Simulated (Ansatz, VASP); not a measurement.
**ZrTi7C8 in VASP and in Ansatz**

```xyz
16
Lattice="-4.3473 4.3473 0.0000 -4.3473 0.0000 4.3473 0.0000 4.3473 4.3473" Properties=species:S:1:pos:R:3 pbc="T T T"
Zr    0.0000    0.0000    0.0000
Ti   -2.1737    2.1737    0.0000
Ti   -2.1737    0.0000    2.1737
Ti    0.0000    2.1737    2.1737
Ti   -4.3473    2.1737    2.1737
Ti   -2.1737    4.3473    2.1737
Ti   -2.1737    2.1737    4.3473
Ti   -4.3473    4.3473    4.3473
C    -6.5210    6.5210    6.5210
C    -4.3473    4.3473    6.4695
C    -4.3473    6.4695    4.3473
C    -6.4695    4.3473    4.3473
C    -2.2252    4.3473    4.3473
C    -4.3473    2.2252    4.3473
C    -4.3473    4.3473    2.2252
C    -2.1737    2.1737    2.1737
```

Alike in both runs: functional PBEsol; k mesh 4 × 4 × 4; occupations gaussian, width 0.1 eV; no spin polarisation.

Ansatz relaxed the structure, and its values are those at the end. VASP's run is a single point on that final structure, the one shown.

|  | VASP | Ansatz |
| --- | --- | --- |
| version | VASP 6.6.1 | Ansatz 0.2.0 |
| potentials or method | VASP PAW PBE potentials, release 64 (Zr_sv, Ti_sv, C), cutoff 520 eV | scalar-relativistic, plane waves, PAW |
| valence electrons in the cell | 128 | 128 |

Ansatz gave:

```
gap on the k mesh at the Fermi level (eV) : none
pressure (GPa)                            : 0.0
rms of the force components (eV/Å)        : 0.001
```

Task: Which values does VASP return?

Result: gap on the k mesh at the Fermi level (eV): none; pressure (GPa): 0.4; rms of the force components (eV/Å): 0.006.

VASP's potentials were made for PBE, not for PBEsol. A gap of «none» marks a metal or a gap that the smearing closes. The functional is the same, so the differences come from potentials, cutoffs and numerics.
